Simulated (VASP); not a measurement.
# NbTe (Pm-3m) in VASP: further runs

NbTe is run at these levels: LDA+U; tasks: single point.

Everything below comes from runs of VASP 6.6.1. Logs are shortened: lines on timing, memory, paths and dates and some standing lists are left out, and cuts for length are marked.

## (1) The cell of the first run

Symmetry: Pm-3m, No. 221, cubic system. The conventional cell has a = 3.426 Å, b = 3.426 Å, c = 3.426 Å, α = 90.00°, β = 90.00°, γ = 90.00°. Nb (site symmetry m-3m) has 8 Te at 2.97 Å and 6 Nb at 3.43 Å within 3.9 Å. Within 3.9 Å of Te (site symmetry m-3m) lie 8 Nb at 2.97 Å and 6 Te at 3.43 Å.

## (2) Single point, LDA+U

INCAR reads:

```
SYSTEM = NbTe
ALGO = Normal
EDIFF = 1E-6
ENCUT = 520
ISIF = 2
ISMEAR = -1
LASPH = .TRUE.
LCHARG = .TRUE.
LDAU = .TRUE.
LDAUJ = 0 0
LDAUL = 2 -1
LDAUPRINT = 1
LDAUTYPE = 2
LDAUU = 1 0
LELF = .TRUE.
LMAXMIX = 4
LREAL = .FALSE.
LVHAR = .TRUE.
LWAVE = .FALSE.
NBANDS = 16
NELM = 150
PREC = Accurate
SIGMA = 0.05
```

KPOINTS reads:

```
k-points
0
G
  8 8 8
  0 0 0
```

POSCAR reads:

```
NbTe
1.0
    3.4257000000      0.0000000000      0.0000000000
    0.0000000000      3.4257000000      0.0000000000
    0.0000000000      0.0000000000      3.4257000000
Nb Te
1 1
Direct
    0.5000000000      0.5000000000      0.5000000000
    0.0000000000      0.0000000000      0.0000000000
```

Potentials or basis: VASP PAW LDA potentials, release 64 (Nb_sv, Te).

Started as:

```bash
$ cat potpaw_LDA.64/Nb_sv/POTCAR potpaw_LDA.64/Te/POTCAR > POTCAR
$ mpirun -np 1 vasp_std > vasp.out
```

OUTCAR:

```text
SYSTEM = NbTe
   EDIFF = 1E-6
   ENCUT = 520
   ISIF = 2
   ISMEAR = -1
   LASPH = .TRUE.
   LREAL = .FALSE.
   NELM = 150
   PREC = Accurate

 ion  position               nearest neighbor table
   1  0.500  0.500  0.500-   2 2.97   2 2.97   2 2.97   2 2.97   2 2.97   2 2.97   2 2.97   2 2.97

   2  0.000  0.000  0.000-   1 2.97   1 2.97   1 2.97   1 2.97   1 2.97   1 2.97   1 2.97   1 2.97

  LATTYP: Found a simple cubic cell.
 ALAT       =     3.4257000000

  Lattice vectors:

 A1 = (   3.4257000000,   0.0000000000,   0.0000000000)
 A2 = (   0.0000000000,   3.4257000000,   0.0000000000)
 A3 = (   0.0000000000,   0.0000000000,   3.4257000000)

Analysis of symmetry for initial positions (statically):
=====================================================================
 Subroutine PRICEL returns:
 Original cell was already a primitive cell.

 Routine SETGRP: Setting up the symmetry group for a
 simple cubic supercell.

 Subroutine GETGRP returns: Found 48 space group operations
 (whereof 48 operations were pure point group operations)
 out of a pool of 48 trial point group operations.

The static configuration has the point symmetry O_h .

Analysis of symmetry for dynamics (positions and initial velocities):
=====================================================================
 Subroutine PRICEL returns:
 Original cell was already a primitive cell.

 Routine SETGRP: Setting up the symmetry group for a
 simple cubic supercell.

 Subroutine GETGRP returns: Found 48 space group operations
 (whereof 48 operations were pure point group operations)
 out of a pool of 48 trial point group operations.

The dynamic configuration has the point symmetry O_h .

 Subroutine INISYM returns: Found 48 space group operations
 (whereof 48 operations are pure point group operations),
 and found     1 'primitive' translations

----------------------------------------------------------------------------------------

                                     Primitive cell

  volume of cell :      40.2020

  direct lattice vectors                    reciprocal lattice vectors
     3.425700000  0.000000000  0.000000000     0.291911142  0.000000000  0.000000000
     0.000000000  3.425700000  0.000000000     0.000000000  0.291911142  0.000000000
     0.000000000  0.000000000  3.425700000     0.000000000  0.000000000  0.291911142

  length of vectors
     3.425700000  3.425700000  3.425700000     0.291911142  0.291911142  0.291911142

  position of ions in fractional coordinates (direct lattice)
     0.500000000  0.500000000  0.500000000
     0.000000000  0.000000000  0.000000000

  ion indices of the primitive-cell ions
   primitive index   ion index
                 1           1
                 2           2

----------------------------------------------------------------------------------------

 KPOINTS: k-points

Automatic generation of k-mesh.
 Grid dimensions read from file:
 generate k-points for:    8    8    8

 Generating k-lattice:

  Cartesian coordinates                     Fractional coordinates (reciprocal lattice)
     0.036488893  0.000000000  0.000000000     0.125000000  0.000000000  0.000000000
     0.000000000  0.036488893  0.000000000     0.000000000  0.125000000  0.000000000
     0.000000000  0.000000000  0.036488893     0.000000000  0.000000000  0.125000000

  Length of vectors
     0.036488893  0.036488893  0.036488893

  Shift w.r.t. Gamma in fractional coordinates (k-lattice)
     0.000000000  0.000000000  0.000000000

 Subroutine IBZKPT returns following result:
 ===========================================
[... 36 lines left out ...]
   NGX,Y,Z   is equivalent  to a cutoff of  13.59, 13.59, 13.59 a.u.
   NGXF,Y,Z  is equivalent  to a cutoff of  27.18, 27.18, 27.18 a.u.
 SYSTEM =  NbTe
   PREC   = accura    normal or accurate (medium, high low for compatibility)
   ISTART =      0    job   : 0-new  1-cont  2-samecut
   ICHARG =      2    charge: 1-file 2-atom 10-const
   ISPIN  =      1    spin polarized calculation?
   LNONCOLLINEAR =      F non collinear calculations
   LSORBIT =      F    spin-orbit coupling
   LASPH  =      T    aspherical Exc in radial PAW
   ENCUT  =  520.0 eV  38.22 Ry    6.18 a.u.   6.37  6.37  6.37*2*pi/ulx,y,z
   NELM   =    150;   NELMIN=  2; NELMDL= -5     # of ELM steps
   EDIFF  = 0.1E-05   stopping-criterion for ELM
   LREAL  =      F    real-space projection
   EDIFFG = 0.1E-04   stopping-criterion for IOM
   NSW    =      0    number of steps for IOM
   IBRION =     -1    ionic relax: 0-MD 1-quasi-New 2-CG
   NFREE  =      0    steps in history (QN), initial steepest desc. (CG)
   ISIF   =      2    stress and relaxation
   ISYM   =      2    0-nonsym 1-usesym 2-fastsym
   POTIM  = 0.5000    time-step for ionic-motion
   TEBEG  =    0.0;   TEEND  =   0.0 temperature during run
   PSTRESS=    0.0 pullay stress
   NELECT =      19.0000    total number of electrons
   NUPDOWN=      -1.0000    fix difference up-down
   EMIN   =  10.00;   EMAX   =-10.00  energy-range for DOS
   EFERMI =   0.00;   METHOD = LEGACY
   ISMEAR =    -1;   SIGMA  =   0.05  broadening in eV -4-tet -1-fermi 0-gaus
   EFERMI_NEDOS =   21; number of points for ismear=-14 and -15
   IALGO  =     38    algorithm
   IMIX   =      4    mixing-type and parameters
     AMIX     =   0.40;   BMIX     =  1.00
     AMIX_MAG =   1.60;   BMIX_MAG =  1.00
  volume/ion in A,a.u.               =      20.10       135.65
  Fermi-wavevector in a.u.,A,eV,Ry     =   1.275195  2.409770 22.124747  1.626123
  Thomas-Fermi vector in A             =   2.407921
   LORBIT       =      0    0 simple, 1 ext, 2 COOP (PROOUT), +10 PAW based schemes
 LDA+U is selected, type is set to LDAUTYPE =  2
   angular momentum for each species LDAUL =     2   -1
   U (eV)           for each species LDAUU =   1.0  0.0
   J (eV)           for each species LDAUJ =   0.0  0.0
   GGA     = CA    functional components
   LHFCALC =     F    Hartree Fock is set to
   AEXX    =    0.0000 exact exchange contribution
   IVDW    =     0    specifies the selected vdW correction
   LEPSILON=     F    determine dielectric tensor
   LRPA    =     F    only Hartree local field effects (RPA)
 non-spin polarized calculation
  energy-cutoff  :      520.00
  volume of cell :       40.20
 maximum number of plane-waves:      1108
 NGX is ok and might be reduce to    28
   NGX = 13   NGY = 13   NGZ = 13

atom =   1  type =  1  l = 2

 onsite density matrix

spin component  1

  0.2203 -0.0000  0.0000 -0.0000  0.0000
 -0.0000  0.2203  0.0000 -0.0000 -0.0000
  0.0000  0.0000  0.2933 -0.0000  0.0000
 -0.0000 -0.0000 -0.0000  0.2203  0.0000
  0.0000 -0.0000  0.0000  0.0000  0.2933

spin component  2

  0.2203 -0.0000  0.0000 -0.0000  0.0000
 -0.0000  0.2203  0.0000 -0.0000 -0.0000
  0.0000  0.0000  0.2933 -0.0000  0.0000
 -0.0000 -0.0000 -0.0000  0.2203  0.0000
  0.0000 -0.0000  0.0000  0.0000  0.2933

 occupancies and eigenvectors

  o =  0.2203  v =  1.0000  0.0000  0.0000  0.0000  0.0000  0.0000  0.0000  0.0000  0.0000  0.0000      0.0000  0.0000  0.0000  0.0000  0.0000  0.0000  0.0000  0.0000  0.0000  0.0000
  o =  0.2203  v =  0.0000  0.0000  0.0000  0.0000  0.0000  1.0000  0.0000  0.0000  0.0000  0.0000      0.0000  0.0000  0.0000  0.0000  0.0000  0.0000  0.0000  0.0000  0.0000  0.0000
  o =  0.2203  v =  0.0000  0.2920 -0.0000 -0.9564  0.0000  0.0000  0.0000  0.0000  0.0000  0.0000      0.0000  0.0000  0.0000  0.0000  0.0000  0.0000  0.0000  0.0000  0.0000  0.0000
  o =  0.2203  v =  0.0000  0.0000  0.0000  0.0000  0.0000  0.0000  0.2920 -0.0000 -0.9564  0.0000      0.0000  0.0000  0.0000  0.0000  0.0000  0.0000  0.0000  0.0000  0.0000  0.0000
  o =  0.2203  v =  0.0000  0.0000  0.0000  0.0000  0.0000  0.0000 -0.9564  0.0000 -0.2920 -0.0000      0.0000  0.0000  0.0000  0.0000  0.0000  0.0000  0.0000  0.0000  0.0000  0.0000
  o =  0.2203  v =  0.0000 -0.9564  0.0000 -0.2920 -0.0000  0.0000  0.0000  0.0000  0.0000  0.0000      0.0000  0.0000  0.0000  0.0000  0.0000  0.0000  0.0000  0.0000  0.0000  0.0000
  o =  0.2933  v =  0.0000  0.0000  0.0000  0.0000  0.0000  0.0000 -0.0000 -0.9993 -0.0000 -0.0367      0.0000  0.0000  0.0000  0.0000  0.0000  0.0000  0.0000  0.0000  0.0000  0.0000
  o =  0.2933  v =  0.0000 -0.0000 -0.9993 -0.0000 -0.0367  0.0000  0.0000  0.0000  0.0000  0.0000      0.0000  0.0000  0.0000  0.0000  0.0000  0.0000  0.0000  0.0000  0.0000  0.0000
  o =  0.2933  v =  0.0000  0.0000  0.0000  0.0000  0.0000  0.0000 -0.0000 -0.0367  0.0000  0.9993      0.0000  0.0000  0.0000  0.0000  0.0000  0.0000  0.0000  0.0000  0.0000  0.0000
  o =  0.2933  v =  0.0000 -0.0000 -0.0367  0.0000  0.9993  0.0000  0.0000  0.0000  0.0000  0.0000      0.0000  0.0000  0.0000  0.0000  0.0000  0.0000  0.0000  0.0000  0.0000  0.0000

 number of electron      18.9999999 magnetization

 Free energy of the ion-electron system (eV)
  ---------------------------------------------------
  ext. energy  EPLUGINS =         0.00000000
  ---------------------------------------------------
  free energy    TOTEN  =       -14.41844354 eV

  energy without entropy =      -14.39643321  energy(sigma->0) =      -14.40743837

 E-fermi :  12.0353     XC(G=0): -11.9755

 val. band max:       11.9905564623   @ k =   0.2500   0.1250   0.1250
 cond. band min:      12.0859886642   @ k =   0.3750   0.3750   0.2500
 fundamental gap:      0.0954322019
 Fermi energy:        12.0353252147

 k-point     1 :       0.0000    0.0000    0.0000
  band No.  band energies     occupation
      1     -43.1639      2.00000
      2     -19.3277      2.00000
      3     -19.3277      2.00000
      4     -19.3277      2.00000
      5      -2.4204      2.00000
      6       9.3466      2.00000
[... 433 lines left out ...]
      3     -19.4627      2.00000
      4     -19.3195      2.00000
      5      -0.0555      2.00000
      6       5.9116      2.00000
[... 8 lines left out ...]
     15      19.4807      0.00000
     16      20.2470      0.00000

 [... further k-points ...]

------------------------ aborting loop because EDIFF is reached ----------------------------------------

  FORCE on cell =-STRESS in cart. coord.  units (eV):
  Direction    XX          YY          ZZ          XY          YZ          ZX
  --------------------------------------------------------------------------------------
  -------------------------------------------------------------------------------------
  Total       -1.6499806     -1.6499806     -1.6499806      0.0000000      0.0000000      0.0000000
  in kB      -65.7569147    -65.7569147    -65.7569147      0.0000000      0.0000000      0.0000000
  external PRESSURE =     -65.7569147 kB  Pullay stress =       0.0000000 kB

 VOLUME and BASIS-vectors are now :
 -----------------------------------------------------------------------------
  energy-cutoff  :      520.00
  volume of cell :       40.20
      direct lattice vectors                 reciprocal lattice vectors
     3.425700000  0.000000000  0.000000000     0.291911142  0.000000000  0.000000000
     0.000000000  3.425700000  0.000000000     0.000000000  0.291911142  0.000000000
     0.000000000  0.000000000  3.425700000     0.000000000  0.000000000  0.291911142

 POSITION                                       TOTAL-FORCE (eV/Angst)
 -----------------------------------------------------------------------------------
      1.71285      1.71285      1.71285         0.000000      0.000000      0.000000
      0.00000      0.00000      0.00000         0.000000      0.000000      0.000000
 -----------------------------------------------------------------------------------
    total drift:                                0.000000      0.000000      0.000000

  FREE ENERGIE OF THE ION-ELECTRON SYSTEM (eV)
  ---------------------------------------------------
  free  energy   TOTEN  =       -14.4184435358 eV

  energy  without entropy=      -14.3964332107  energy(sigma->0) =      -14.40743837
```

Wall time 8.5 s (1 thread of Intel Xeon 6975P-C (Granite Rapids), shared host); peak memory 0.15 GiB.

Results:

```
Free energy : -14.4184 eV
Pressure    : -6.6 GPa
```

Eigenvalues of the final occupation matrices:
```csv
site,spin,trace,eigenvalues
site 1 d,1,1.25,0.22 0.22 0.22 0.29 0.29
site 1 d,2,1.25,0.22 0.22 0.22 0.29 0.29
```

Caveat: spin-orbit coupling is left out, which moves the levels of the heavy elements; U without spin polarisation on a metal has little footing; the U is typed as a test and isn't derived for this compound.

[end of part 1 of 2]
